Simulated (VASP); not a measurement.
# Cd (P6_3/mmc) in VASP: a series of runs

Runs on Cd. Level: BLYP. Tasks: single point.

All numbers are computed with VASP 6.6.1; they aren't measurements. Logs are shortened: lines on timing, memory, paths and dates and some standing lists are left out, and cuts for length are marked.

## (1) The cell of the first run

Symmetry: P6_3/mmc, No. 194, hexagonal system. Conventional cell: a = 3.097 Å, b = 3.097 Å, c = 6.420 Å, α = 90.00°, β = 90.00°, γ = 120.00°. Cd (site symmetry -6m2) has 12 Cd at 3.10 to 3.67 Å within 4.1 Å.

## (2) Single point, BLYP

Contents of INCAR:

```
  AGGAC = 1.0
  AGGAX = 1.0
  ALDAC = 0.0
  ALDAX = 1.0
  ALGO = Normal
  EDIFF = 1E-7
  ENCUT = 520
  GGA = B5
  ISIF = 2
  ISMEAR = -1
  LASPH = True
  LCHARG = False
  LREAL = False
  LWAVE = False
  NBANDS = 19
  NELM = 60
  PREC = Accurate
  SIGMA = 0.1
```

Contents of KPOINTS:

```
k-points
0
Gamma
  19 19 8
```

Contents of POSCAR:

```
Cd
1.0
    3.0972784556      0.0000000000      0.0000000000
   -1.5486392278      2.6823218251      0.0000000000
    0.0000000000      0.0000000000      6.4200637829
Cd
2
Direct
    0.3333333333      0.6666666667      0.2500000000
    0.6666666667      0.3333333333      0.7500000000
```

Potentials or basis: VASP PAW PBE potentials, release 64 (Cd).

The run is started by

```console
> cat potpaw_PBE.64/Cd/POTCAR > POTCAR
> mpirun -np 1 vasp_std > vasp.out
```

OUTCAR:

```text
EDIFF = 1E-7
   ENCUT = 520
   GGA = B5
   ISIF = 2
   ISMEAR = -1
   LASPH = True
   LREAL = False
   NELM = 60
   PREC = Accurate

 ion  position               nearest neighbor table
   1  0.333  0.667  0.250-   2 3.67   2 3.67   2 3.67   2 3.67   2 3.67   2 3.67
   2  0.667  0.333  0.750-   1 3.67   1 3.67   1 3.67   1 3.67   1 3.67   1 3.67

  LATTYP: Found a hexagonal cell.
 ALAT       =     3.0972784556
 C/A-ratio  =     2.0728080716

  Lattice vectors:

 A1 = (   3.0972784556,   0.0000000000,   0.0000000000)
 A2 = (  -1.5486392278,   2.6823218251,   0.0000000000)
 A3 = (   0.0000000000,   0.0000000000,   6.4200637829)

Analysis of symmetry for initial positions (statically):
=====================================================================
 Subroutine PRICEL returns:
 Original cell was already a primitive cell.

 Routine SETGRP: Setting up the symmetry group for a
 hexagonal supercell.

 Subroutine GETGRP returns: Found 24 space group operations
 (whereof 12 operations were pure point group operations)
 out of a pool of 24 trial point group operations.

The static configuration has the point symmetry D_3d.
 The point group associated with its full space group is D_6h.

Analysis of symmetry for dynamics (positions and initial velocities):
=====================================================================
 Subroutine PRICEL returns:
 Original cell was already a primitive cell.

 Routine SETGRP: Setting up the symmetry group for a
 hexagonal supercell.

 Subroutine GETGRP returns: Found 24 space group operations
 (whereof 12 operations were pure point group operations)
 out of a pool of 24 trial point group operations.

The dynamic configuration has the point symmetry D_3d.
 The point group associated with its full space group is D_6h.

 Subroutine INISYM returns: Found 24 space group operations
 (whereof 12 operations are pure point group operations),
 and found     1 'primitive' translations

----------------------------------------------------------------------------------------

                                     Primitive cell

  volume of cell :      53.3372

  direct lattice vectors                    reciprocal lattice vectors
     3.097278456  0.000000000  0.000000000     0.322864093  0.186405671  0.000000000
    -1.548639228  2.682321825  0.000000000     0.000000000  0.372811342  0.000000000
     0.000000000  0.000000000  6.420063783     0.000000000  0.000000000  0.155761692

  length of vectors
     3.097278456  3.097278456  6.420063783     0.372811342  0.372811342  0.155761692

  position of ions in fractional coordinates (direct lattice)
     0.333333333  0.666666667  0.250000000
     0.666666667  0.333333333  0.750000000

  ion indices of the primitive-cell ions
   primitive index   ion index
                 1           1
                 2           2

----------------------------------------------------------------------------------------

 KPOINTS: k-points

Automatic generation of k-mesh.
 Grid dimensions read from file:
 generate k-points for:   19   19    8

 Generating k-lattice:

  Cartesian coordinates                     Fractional coordinates (reciprocal lattice)
     0.016992847  0.009810825  0.000000000     0.052631579 -0.000000000  0.000000000
     0.000000000  0.019621650  0.000000000     0.000000000  0.052631579  0.000000000
     0.000000000  0.000000000  0.019470212     0.000000000  0.000000000  0.125000000

  Length of vectors
     0.019621650  0.019621650  0.019470212

  Shift w.r.t. Gamma in fractional coordinates (k-lattice)
     0.000000000  0.000000000  0.000000000

 Subroutine IBZKPT returns following result:
 ===========================================

 Found    200 irreducible k-points:

 Following reciprocal coordinates:
            Coordinates               Weight
  0.000000  0.000000  0.000000      1.000000
  0.052632  0.000000  0.000000      6.000000
  0.105263  0.000000  0.000000      6.000000
  0.157895  0.000000  0.000000      6.000000
  0.210526 -0.000000  0.000000      6.000000
  0.263158  0.000000  0.000000      6.000000
[... 16 lines left out ...]
  0.263158  0.105263  0.000000     12.000000
  0.315789  0.105263  0.000000     12.000000
 [... further k-points ...]
   k-points           NKPTS =    200   k-points in BZ     NKDIM =    200   number of bands    NBANDS=     19
   number of dos      NEDOS =    301   number of ions     NIONS =      2
   total plane-waves  NPLWV =  27648
   dimension x,y,z NGX =    24 NGY =   24 NGZ =   48
   dimension x,y,z NGXF=    48 NGYF=   48 NGZF=   96
   ions per type =               2
   NGX,Y,Z   is equivalent  to a cutoff of  12.88, 12.88, 12.43 a.u.
   NGXF,Y,Z  is equivalent  to a cutoff of  25.76, 25.76, 24.86 a.u.
 SYSTEM =  unknown system
   PREC   = accura    normal or accurate (medium, high low for compatibility)
   ISTART =      0    job   : 0-new  1-cont  2-samecut
   ICHARG =      2    charge: 1-file 2-atom 10-const
   ISPIN  =      1    spin polarized calculation?
   LNONCOLLINEAR =      F non collinear calculations
   LSORBIT =      F    spin-orbit coupling
   LASPH  =      T    aspherical Exc in radial PAW
   ENCUT  =  520.0 eV  38.22 Ry    6.18 a.u.   5.76  5.76 11.94*2*pi/ulx,y,z
   NELM   =     60;   NELMIN=  2; NELMDL= -5     # of ELM steps
   EDIFF  = 0.1E-06   stopping-criterion for ELM
   LREAL  =      F    real-space projection
   EDIFFG = 0.1E-05   stopping-criterion for IOM
   NSW    =      0    number of steps for IOM
   IBRION =     -1    ionic relax: 0-MD 1-quasi-New 2-CG
   NFREE  =      0    steps in history (QN), initial steepest desc. (CG)
   ISIF   =      2    stress and relaxation
   ISYM   =      2    0-nonsym 1-usesym 2-fastsym
   POTIM  = 0.5000    time-step for ionic-motion
   TEBEG  =    0.0;   TEEND  =   0.0 temperature during run
   PSTRESS=    0.0 pullay stress
   NELECT =      24.0000    total number of electrons
   NUPDOWN=      -1.0000    fix difference up-down
   EMIN   =  10.00;   EMAX   =-10.00  energy-range for DOS
   EFERMI =   0.00;   METHOD = LEGACY
   ISMEAR =    -1;   SIGMA  =   0.10  broadening in eV -4-tet -1-fermi 0-gaus
   EFERMI_NEDOS =   21; number of points for ismear=-14 and -15
   IALGO  =     38    algorithm
   IMIX   =      4    mixing-type and parameters
     AMIX     =   0.40;   BMIX     =  1.00
     AMIX_MAG =   1.60;   BMIX_MAG =  1.00
  volume/ion in A,a.u.               =      26.67       179.97
  Fermi-wavevector in a.u.,A,eV,Ry     =   1.254494  2.370649 21.412223  1.573754
  Thomas-Fermi vector in A             =   2.388296
   LORBIT       =      0    0 simple, 1 ext, 2 COOP (PROOUT), +10 PAW based schemes
   GGA     = B5    functional components
   LHFCALC =     F    Hartree Fock is set to
   AEXX    =    0.0000 exact exchange contribution
   IVDW    =     0    specifies the selected vdW correction
   LEPSILON=     F    determine dielectric tensor
   LRPA    =     F    only Hartree local field effects (RPA)
 non-spin polarized calculation
  energy-cutoff  :      520.00
  volume of cell :       53.34
 maximum number of plane-waves:      1458
 NGX is ok and might be reduce to    24
   NGX = 11   NGY = 11   NGZ = 23

 number of electron      24.0000008 magnetization

 Free energy of the ion-electron system (eV)
  ---------------------------------------------------
  ext. energy  EPLUGINS =         0.00000000
  ---------------------------------------------------
  free energy    TOTEN  =        -0.27590708 eV

  energy without entropy =       -0.25143137  energy(sigma->0) =       -0.26366923

 E-fermi :   2.0660     XC(G=0):  -9.3742

 val. band max:        2.0203547479   @ k =   0.3684   0.2632   0.0000
 cond. band min:       2.0821796188   @ k =   0.3684   0.2632   0.1250
 fundamental gap:      0.0618248709
 Fermi energy:         2.0660129004

 k-point     1 :       0.0000    0.0000    0.0000
  band No.  band energies     occupation
      1      -7.2909      2.00000
      2      -7.2191      2.00000
      3      -6.8944      2.00000
      4      -6.8944      2.00000
      5      -6.8769      2.00000
      6      -6.8769      2.00000
[... 11 lines left out ...]
     18      16.7236      0.00000
     19      17.3645      0.00000

 k-point     2 :       0.0526    0.0000    0.0000
  band No.  band energies     occupation
      1      -7.2683      2.00000
      2      -7.1997      2.00000
      3      -6.9023      2.00000
      4      -6.8844      2.00000
      5      -6.8741      2.00000
      6      -6.8569      2.00000
[... 11 lines left out ...]
     18      16.3479      0.00000
     19      17.4596      0.00000

 k-point     3 :       0.1053    0.0000    0.0000
  band No.  band energies     occupation
      1      -7.2111      2.00000
      2      -7.1507      2.00000
      3      -6.9207      2.00000
      4      -6.8998      2.00000
      5      -6.8149      2.00000
      6      -6.7986      2.00000
[... 11 lines left out ...]
     18      15.9099      0.00000
     19      16.2204      0.00000

 k-point     4 :       0.1579    0.0000    0.0000
  band No.  band energies     occupation
      1      -7.1654      2.00000
      2      -7.0990      2.00000
      3      -6.9347      2.00000
      4      -6.8836      2.00000
      5      -6.7220      2.00000
      6      -6.7073      2.00000
[... 11 lines left out ...]
     18      14.5744      0.00000
     19      15.5805      0.00000

 k-point     5 :       0.2105   -0.0000    0.0000
  band No.  band energies     occupation
      1      -7.1838      2.00000
      2      -7.1013      2.00000
      3      -6.8901      2.00000
      4      -6.8012      2.00000
      5      -6.7020      2.00000
      6      -6.6037      2.00000
[... 11 lines left out ...]
     18      14.1110      0.00000
     19      14.3664      0.00000
[... 334 lines left out ...]
      2      -7.0108      2.00000
      3      -6.9759      2.00000
      4      -6.8953      2.00000
      5      -6.7164      2.00000
      6      -6.6586      2.00000
[... 11 lines left out ...]
     18      13.5464      0.00000
     19      14.4377      0.00000

 k-point    22 :       0.2105    0.1053    0.0000
  band No.  band energies     occupation
      1      -7.1535      2.00000
      2      -7.0717      2.00000
      3      -6.8671      2.00000
      4      -6.8219      2.00000
      5      -6.7811      2.00000
      6      -6.7182      2.00000
[... 11 lines left out ...]
     18      12.9310      0.00000
     19      13.3406      0.00000

 k-point    23 :       0.2632    0.1053    0.0000
  band No.  band energies     occupation
      1      -7.2187      2.00000
      2      -7.1346      2.00000
      3      -6.9170      2.00000
      4      -6.7745      2.00000
      5      -6.7583      2.00000
      6      -6.6537      2.00000
[... 11 lines left out ...]
     18      12.3749      0.00000
     19      13.0246      0.00000

 k-point    24 :       0.3158    0.1053    0.0000
  band No.  band energies     occupation
      1      -7.2762      2.00000
      2      -7.1902      2.00000
      3      -6.9942      2.00000
      4      -6.8223      2.00000
      5      -6.6645      2.00000
      6      -6.6162      2.00000
[... 11 lines left out ...]
     18      11.9240      0.00000
     19      13.3418      0.00000

 [... further k-points ...]

------------------------ aborting loop because EDIFF is reached ----------------------------------------

  FORCE on cell =-STRESS in cart. coord.  units (eV):
  Direction    XX          YY          ZZ          XY          YZ          ZX
  --------------------------------------------------------------------------------------
  -------------------------------------------------------------------------------------
  Total        0.0348128      0.0348128      0.1514330     -0.0000000     -0.0000000     -0.0000000
  in kB        1.0457291      1.0457291      4.5488397     -0.0000000     -0.0000000     -0.0000000
  external PRESSURE =       2.2134326 kB  Pullay stress =       0.0000000 kB

 VOLUME and BASIS-vectors are now :
 -----------------------------------------------------------------------------
  energy-cutoff  :      520.00
  volume of cell :       53.34
      direct lattice vectors                 reciprocal lattice vectors
     3.097278456  0.000000000  0.000000000     0.322864093  0.186405671  0.000000000
    -1.548639228  2.682321825  0.000000000     0.000000000  0.372811342  0.000000000
     0.000000000  0.000000000  6.420063783     0.000000000  0.000000000  0.155761692

 POSITION                                       TOTAL-FORCE (eV/Angst)
 -----------------------------------------------------------------------------------
     -0.00000      1.78821      1.60502        -0.000000     -0.000000      0.000000
      1.54864      0.89411      4.81505         0.000000      0.000000      0.000000
 -----------------------------------------------------------------------------------
    total drift:                               -0.000000      0.000000      0.000000

  FREE ENERGIE OF THE ION-ELECTRON SYSTEM (eV)
  ---------------------------------------------------
  free  energy   TOTEN  =        -0.2759070825 eV

  energy  without entropy=       -0.2514313708  energy(sigma->0) =       -0.26366923
```

It took 51 s on 1 thread of Intel Xeon 6975P-C (Granite Rapids), shared host; peak memory 0.29 GiB.

What came out:

- Free energy: -0.2759 eV
- Pressure: 0.2 GPa
- Band gap on the k mesh: zero (bands 12 and 13 overlap by 3.23 eV)

Levels at points of the mesh, in eV from the Fermi level:
```
           k point  band 9  band 10  band 11  band 12  band 13  band 14  band 15  band 16
(0.00, 0.00, 0.00)   -8.42    -8.42    -7.48    -4.01    -2.19     7.20    11.28    13.93
(0.00, 0.00, 0.50)   -8.46    -8.46    -6.42    -6.42     2.10     2.10    14.61    14.61
```

Caveat: the PAW data sets were made with another functional, which shifts forces and pressure a little.

## (3) Single point, BLYP (27.74 Å³/atom)

This run uses another cell than the first one, of 27.74 Å³/atom.

Contents of INCAR:

```
SYSTEM = Cd
PREC = Accurate
ENCUT = 520
EDIFF = 1E-7
ISMEAR = -1
SIGMA = 0.1
LREAL = .False.
LASPH = .True.
NELM = 60
ALGO = Normal
ISIF = 2
LWAVE = .False.
LCHARG = .True.
GGA = B5
ALDAX = 1.0
AGGAX = 1.0
AGGAC = 1.0
ALDAC = 0.0
LELF = .True.
LVHAR = .True.
NBANDS = 19
```

Contents of KPOINTS:

```
Automatic mesh
0
Gamma
  19 19 8
  0 0 0
```

Contents of POSCAR:

```
Cd
1.0
    3.1380367935      0.0000000000      0.0000000000
   -1.5690183967      2.7176195812      0.0000000000
    0.0000000000      0.0000000000      6.5045479948
Cd
2
Direct
    0.3333333333      0.6666666667      0.2500000000
    0.6666666667      0.3333333333      0.7500000000
```

Potentials or basis: VASP PAW PBE potentials, release 64 (Cd).

The run is started by

```console
> cat potpaw_PBE.64/Cd/POTCAR > POTCAR
> mpirun -np 1 vasp_std > vasp.out
```

OUTCAR:

```text
SYSTEM = Cd
   PREC = Accurate
   ENCUT = 520
   EDIFF = 1E-7
   ISMEAR = -1
   LREAL = .False.
   LASPH = .True.
   NELM = 60
   ISIF = 2
   GGA = B5

 ion  position               nearest neighbor table
   1  0.333  0.667  0.250-   2 3.72   2 3.72   2 3.72   2 3.72   2 3.72   2 3.72
   2  0.667  0.333  0.750-   1 3.72   1 3.72   1 3.72   1 3.72   1 3.72   1 3.72

  LATTYP: Found a hexagonal cell.
 ALAT       =     3.1380367935
 C/A-ratio  =     2.0728080717

  Lattice vectors:

[... 716 lines left out ...]

------------------------ aborting loop because EDIFF is reached ----------------------------------------

  FORCE on cell =-STRESS in cart. coord.  units (eV):
  Direction    XX          YY          ZZ          XY          YZ          ZX
  --------------------------------------------------------------------------------------
  -------------------------------------------------------------------------------------
  Total       -0.2442239     -0.2442239     -0.0261025     -0.0000000      0.0000000      0.0000000
  in kB       -7.0539913     -7.0539913     -0.7539271     -0.0000000      0.0000000      0.0000000
  external PRESSURE =      -4.9539699 kB  Pullay stress =       0.0000000 kB

 VOLUME and BASIS-vectors are now :
 -----------------------------------------------------------------------------
  energy-cutoff  :      520.00
  volume of cell :       55.47
      direct lattice vectors                 reciprocal lattice vectors
     3.138036793  0.000000000  0.000000000     0.318670578  0.183984544  0.000000000
    -1.569018397  2.717619581  0.000000000     0.000000000  0.367969088  0.000000000
     0.000000000  0.000000000  6.504547995     0.000000000  0.000000000  0.153738584

 POSITION                                       TOTAL-FORCE (eV/Angst)
 -----------------------------------------------------------------------------------
     -0.00000      1.81175      1.62614         0.000000      0.000000      0.000000
      1.56902      0.90587      4.87841        -0.000000      0.000000     -0.000000
 -----------------------------------------------------------------------------------
    total drift:                               -0.000000      0.000000      0.000000

  FREE ENERGIE OF THE ION-ELECTRON SYSTEM (eV)
  ---------------------------------------------------
  free  energy   TOTEN  =        -0.2739896746 eV

  energy  without entropy=       -0.2470512635  energy(sigma->0) =       -0.26052047
```

It took 48 s on 1 thread of Intel Xeon 6975P-C (Granite Rapids), shared host; peak memory 0.29 GiB.

What came out:

| Quantity | Value |
| --- | --- |
| Free energy | -0.2740 eV |
| Pressure | -0.5 GPa |
| Band gap on the k mesh | zero (bands 12 and 13 overlap by 2.95 eV) |

Caveat: the PAW data sets were made with another functional, which shifts forces and pressure a little.

[end of part 1 of 2]
